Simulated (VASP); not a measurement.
Write the native input for VASP 6.6.1 that does the following.

```yaml
Task: single point
Functional: PBE
Potentials_or_basis: VASP PAW PBE potentials, release 64 (Zn, Te, O)
Cutoff: 520 eV
k_mesh: 6 × 6 × 6
Occupations: gaussian, width 0.1 eV
Spin: no spin polarisation
Dipole_correction: no
Further_INCAR_settings: ALGO = Normal; EDIFF = 1e-07; NBANDS = 30
```

The structure of ZnTe2O3 lies in POSCAR:

```
ZnTe2O3
1.0
    2.8911656335      1.6692152580      3.0770597910
   -2.8911656335      1.6692152580      3.0770597910
    0.0000000000     -3.3384305124      3.0770597929
Zn Te O
1 2 3
Direct
    0.0000000000      0.0000000000      0.0000000000
    0.6730027327      0.6730027327      0.6730027327
    0.3269972673      0.3269972673      0.3269972673
    0.0000000000      0.5000000000      0.0000000000
    0.5000000000      0.0000000000      0.0000000000
    0.0000000000      0.0000000000      0.5000000000
```

The cell was generated, and may not be a known phase.

These files were run (other wordings do the same):

INCAR

```
SYSTEM = ZnTe2O3
PREC     = Accurate       ! precision mode
ENCUT    = 520            ! plane-wave cutoff, eV
EDIFF    = 1E-7           ! SCF threshold, eV
ISMEAR   = 0              ! smearing method
SIGMA    = 0.1            ! smearing width, eV
LREAL    = .FALSE.        ! projectors in reciprocal space
LASPH    = .TRUE.         ! aspherical terms in the spheres
NELM     = 60             ! most SCF steps
ALGO     = Normal         ! electronic algorithm
ISIF     = 2              ! what is computed and relaxed
LWAVE    = .FALSE.        ! write WAVECAR
LCHARG   = .TRUE.         ! write CHGCAR
GGA      = PE             ! functional
LELF     = .TRUE.         ! ELF
LVHAR    = .TRUE.       
NBANDS   = 30             ! bands
```

KPOINTS

```
regular mesh
0
G
  6 6 6
  0 0 0
```

Potentials or basis: VASP PAW PBE potentials, release 64 (Zn, Te, O).

Launch:

```console
$ cat potpaw_PBE.64/Zn/POTCAR potpaw_PBE.64/Te/POTCAR potpaw_PBE.64/O/POTCAR > POTCAR
$ mpirun -np 1 vasp_std > vasp.out
```

Results of the run:

```
Pressure               : -0.1 GPa
Largest force          : 0.025 eV/Å
Band gap on the k mesh : zero (bands 21 and 22 overlap by 2.06 eV)
```

Caveat: spin-orbit coupling is left out, which moves the levels of the heavy elements.

It took 2.2 min on 1 thread of Intel Xeon 8259CL (shared host), peak memory 0.25 GiB.
